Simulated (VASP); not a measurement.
# CdSe (F-43m) in VASP: a series of runs, part 2 of 2

VASP 6.6.1. Earlier steps stand in the parts before.

## 3. Relaxation of cell and atoms, PBEsol

This run uses another cell than the first one, of 28.94 Å³/atom, 1.029 times its volume.

Input file INCAR:

```
PREC = Accurate
ENCUT = 600
EDIFF = 1E-6
ISMEAR = -1
SIGMA = 0.03
LREAL = F
LASPH = T
NELM = 100
ALGO = Normal
ISIF = 3
LWAVE = F
LCHARG = F
GGA = PS
IBRION = 2
NSW = 100
EDIFFG = -0.01
```

Input file KPOINTS:

```
regular mesh
0
Gamma
  6 6 6
```

Input file POSCAR:

```
CdSe
1.0
    0.0000000000      3.0702711986      3.0702711986
    3.0702711986      0.0000000000      3.0702711986
    3.0702711986      3.0702711986      0.0000000000
Cd Se
1 1
Direct
    0.0000000000      0.0000000000      0.0000000000
    0.7500000000      0.7500000000      0.7500000000
```

Potentials or basis: VASP PAW PBE potentials, release 64 (Cd, Se).

Launch:

```bash
> cat potpaw_PBE.64/Cd/POTCAR potpaw_PBE.64/Se/POTCAR > POTCAR
> mpirun -np 1 vasp_std > vasp.out
```

OUTCAR:

```text
PREC = Accurate
   ENCUT = 600
   EDIFF = 1E-6
   ISMEAR = -1
   LREAL = F
   LASPH = T
   NELM = 100
   ISIF = 3
   GGA = PS
   IBRION = 2
   NSW = 100
   EDIFFG = -0.01

 ion  position               nearest neighbor table
   1  0.000  0.000  0.000-   2 2.66   2 2.66   2 2.66   2 2.66
   2  0.750  0.750  0.750-   1 2.66   1 2.66   1 2.66   1 2.66

  LATTYP: Found a face centered cubic cell.
 ALAT       =     6.1405423972

  Lattice vectors:

 A1 = (   0.0000000000,   3.0702711986,   3.0702711986)
 A2 = (   3.0702711986,   0.0000000000,   3.0702711986)
 A3 = (   3.0702711986,   3.0702711986,   0.0000000000)

Analysis of symmetry for initial positions (statically):
=====================================================================
 Subroutine PRICEL returns:
 Original cell was already a primitive cell.

 Routine SETGRP: Setting up the symmetry group for a
 face centered cubic supercell.

 Subroutine GETGRP returns: Found 24 space group operations
 (whereof 24 operations were pure point group operations)
 out of a pool of 48 trial point group operations.

The static configuration has the point symmetry T_d .

Analysis of symmetry for dynamics (positions and initial velocities):
=====================================================================
 Subroutine PRICEL returns:
 Original cell was already a primitive cell.

 Routine SETGRP: Setting up the symmetry group for a
 face centered cubic supercell.

 Subroutine GETGRP returns: Found 24 space group operations
 (whereof 24 operations were pure point group operations)
 out of a pool of 48 trial point group operations.

The dynamic configuration has the point symmetry T_d .

 Subroutine INISYM returns: Found 24 space group operations
 (whereof 24 operations are pure point group operations),
 and found     1 'primitive' translations
[... 93 lines left out ...]
   ISYM   =      2    0-nonsym 1-usesym 2-fastsym
   POTIM  = 0.5000    time-step for ionic-motion
   TEBEG  =    0.0;   TEEND  =   0.0 temperature during run
   PSTRESS=    0.0 pullay stress
   NELECT =      18.0000    total number of electrons
   NUPDOWN=      -1.0000    fix difference up-down
   EMIN   =  10.00;   EMAX   =-10.00  energy-range for DOS
   EFERMI =   0.00;   METHOD = LEGACY
   ISMEAR =    -1;   SIGMA  =   0.03  broadening in eV -4-tet -1-fermi 0-gaus
   EFERMI_NEDOS =   21; number of points for ismear=-14 and -15
   IALGO  =     38    algorithm
   IMIX   =      4    mixing-type and parameters
     AMIX     =   0.40;   BMIX     =  1.00
     AMIX_MAG =   1.60;   BMIX_MAG =  1.00
  volume/ion in A,a.u.               =      28.94       195.31
  Fermi-wavevector in a.u.,A,eV,Ry     =   1.109121  2.095935 16.737199  1.230149
  Thomas-Fermi vector in A             =   2.245657
   LORBIT       =      0    0 simple, 1 ext, 2 COOP (PROOUT), +10 PAW based schemes
   GGA     = PS    functional components
   LHFCALC =     F    Hartree Fock is set to
   AEXX    =    0.0000 exact exchange contribution
   IVDW    =     0    specifies the selected vdW correction
   LEPSILON=     F    determine dielectric tensor
   LRPA    =     F    only Hartree local field effects (RPA)
 conjugate gradient relaxation of ions
 non-spin polarized calculation
  energy-cutoff  :      600.00
  volume of cell :       57.88
 maximum number of plane-waves:      1964
   NGX = 17   NGY = 17   NGZ = 17

--------------------------------------- Ionic step        1  -------------------------------------------

 number of electron      17.9999997 magnetization

 Free energy of the ion-electron system (eV)
  ---------------------------------------------------
  ext. energy  EPLUGINS =         0.00000000
  ---------------------------------------------------
  free energy    TOTEN  =        -6.16844856 eV

  energy without entropy =       -6.16844190  energy(sigma->0) =       -6.16844523

------------------------ aborting loop because EDIFF is reached ----------------------------------------

  FORCE on cell =-STRESS in cart. coord.  units (eV):
  Direction    XX          YY          ZZ          XY          YZ          ZX
  --------------------------------------------------------------------------------------
  -------------------------------------------------------------------------------------
  Total       -0.4104244     -0.4104244     -0.4104244     -0.0000000      0.0000000      0.0000000
  in kB      -11.3601363    -11.3601363    -11.3601363     -0.0000000      0.0000000      0.0000000
  external PRESSURE =     -11.3601363 kB  Pullay stress =       0.0000000 kB
[... 59 lines left out ...]
--------------------------------------- Ionic step        3  -------------------------------------------

 number of electron      17.9999998 magnetization

 Free energy of the ion-electron system (eV)
  ---------------------------------------------------
  ext. energy  EPLUGINS =         0.00000000
  ---------------------------------------------------
  free energy    TOTEN  =        -6.17327837 eV

  energy without entropy =       -6.17327500  energy(sigma->0) =       -6.17327668

 E-fermi :   1.0258     XC(G=0):  -9.0739

 val. band max:        0.7740860117   @ k =   0.0000   0.0000   0.0000
 cond. band min:       1.2443598522   @ k =   0.0000   0.0000   0.0000
 fundamental gap:      0.4702738405
 Fermi energy:         1.0257795162

 k-point     1 :       0.0000    0.0000    0.0000
  band No.  band energies     occupation
      1     -11.8197      2.00000
      2      -7.1257      2.00000
      3      -7.1257      2.00000
      4      -7.1257      2.00000
      5      -6.7505      2.00000
      6      -6.7505      2.00000
      7       0.7741      1.99955
      8       0.7741      1.99955
      9       0.7741      1.99955
     10       1.2444      0.00137
     11       6.6259      0.00000
     12       6.6259      0.00000
     13       6.6259      0.00000
[... 267 lines left out ...]
  FREE ENERGIE OF THE ION-ELECTRON SYSTEM (eV)
  ---------------------------------------------------
  free  energy   TOTEN  =        -6.1732783683 eV

  energy  without entropy=       -6.1732750006  energy(sigma->0) =       -6.17327668

 reached required accuracy - stopping structural energy minimisation
```

OSZICAR:

```text
N       E                     dE             d eps       ncg     rms          rms(c)
DAV:   1     0.118992469365E+03    0.11899E+03   -0.96815E+03   416   0.140E+03
DAV:   2    -0.122332822005E+01   -0.12022E+03   -0.11452E+03   461   0.306E+02
DAV:   3    -0.652336762959E+01   -0.53000E+01   -0.52755E+01   481   0.667E+01
[... 22 lines left out ...]
DAV:   2    -0.617404801173E+01    0.64490E-02   -0.16361E-02   451   0.205E+00    0.216E-01
DAV:   3    -0.617336512331E+01    0.68289E-03   -0.18085E-03   436   0.490E-01    0.184E-01
DAV:   4    -0.617328438423E+01    0.80739E-04   -0.12984E-04   441   0.113E-01    0.296E-02
DAV:   5    -0.617327868698E+01    0.56973E-05   -0.26404E-05   481   0.789E-02    0.100E-02
DAV:   6    -0.617327836826E+01    0.31872E-06   -0.43625E-06   421   0.305E-02
   3 F= -.61732784E+01 E0= -.61732767E+01  d E =-.482980E-02
```

Wall time 18 s (1 thread of Intel Xeon Platinum 8559C (Emerald Rapids), shared host); peak memory 0.21 GiB.

Results:

- Free energy: -6.1733 eV
- Relaxed volume: 28.28 Å³/atom
- Relaxed cell: a = 4.308 Å, b = 4.308 Å, c = 4.308 Å, α = 60.00°, β = 60.00°, γ = 60.00°
- Space group after relaxing (to 0.05 Å): F-43m (No. 216)
- Energy gained by relaxing: 2.4 meV/atom
- Ionic steps: 3
- Pressure after relaxing: 0.0 GPa
- Band gap on the k mesh: 0.47 eV, direct

Step by step:
```tsv
step	energy change (eV)	largest force (eV/Å)	pressure (GPa)	volume (Å³)
1	0.0000	0.0000	-1.14	57.88
2	-0.0044	0.0000	0.33	56.18
3	-0.0048	0.0000	0.02	56.55
```

Final structure:
```
CELL_PARAMETERS angstrom
0.00000 3.04651 3.04651
3.04651 0.00000 3.04651
3.04651 3.04651 0.00000
ATOMIC_POSITIONS crystal
Cd 0.00000 0.00000 0.00000
Se 0.75000 0.75000 0.75000
```

Caveat: the PAW data sets were made with another functional, which shifts forces and pressure a little. PBEsol gaps usually lie below the measured ones, often by a third to a half.
